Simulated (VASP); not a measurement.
Set up this calculation in VASP 6.6.1, as the native input.

- Task: relaxation of cell and atoms
- Functional: LDA
- Potentials or basis: VASP PAW LDA potentials, release 64 (Al, Ni)
- Cutoff: 600 eV
- k mesh: 6 × 6 × 6
- Occupations: gaussian, width 0.01 eV
- Spin: collinear spin, ferromagnetic start
- Starting moments: [0.0, 1.0, 1.0, 1.0] μB
- Dipole correction: no
- Further INCAR settings: ALGO = Normal; EDIFF = 1e-06; IBRION = 2; EDIFFG = -0.02; NSW = 60; ISIF = 3

The structure of AlNi3 lies in POSCAR:

```
AlNi3
1.0
    0.0000000000      2.8018887600      2.8018887600
    2.8018887600      0.0000000000      2.8018887600
    2.8018887600      2.8018887600      0.0000000000
Al Ni
1 3
Direct
    0.5000000000      0.5000000000      0.5000000000
    0.2500000000      0.2500000000      0.2500000000
    0.0000000000      0.0000000000      0.0000000000
    0.7499999982      0.7499999982      0.7499999982
```

The input as run:

INCAR

```
  PREC = Accurate
  ENCUT = 600
  EDIFF = 1E-6
  ISMEAR = 0
  SIGMA = 0.01
  LREAL = F
  LASPH = T
  NELM = 150
  ALGO = Normal
  ISIF = 3
  LWAVE = F
  LCHARG = F
  ISPIN = 2
  MAGMOM = 0 1 1 1
  LORBIT = 11
  LMAXMIX = 4
  IBRION = 2
  NSW = 60
  EDIFFG = -0.02
```

KPOINTS

```
regular mesh
0
Gamma
  6 6 6
```

Potentials or basis: VASP PAW LDA potentials, release 64 (Al, Ni).

Command:

```console
$ cat potpaw_LDA.64/Al/POTCAR potpaw_LDA.64/Ni/POTCAR > POTCAR
$ mpirun -np 1 vasp_std > vasp.out
```

It gave:

```
Relaxed volume                                        : 10.61 Å³/atom
Relaxed cell                                          : a = 3.915 Å, b = 3.915 Å, c = 3.915 Å, α = 60.00°, β = 60.00°, γ = 60.00°
Space group after relaxing (to 0.05 Å)                : Fm-3m (No. 225)
Energy gained by relaxing                             : 9.3 meV/atom
Ionic steps                                           : 3
Pressure after relaxing                               : 0.0 GPa
Net moment                                            : 0.00 μB per cell
Valence electrons inside the program's atomic spheres : Al 0.85; Ni 9.54, 9.50
```

Run time: 81 s on 1 thread of Intel(R) Xeon(R) Platinum 8259CL CPU @ 2.50GHz (Skylake/Cascade Lake) (shared host), peak memory 0.18 GiB.
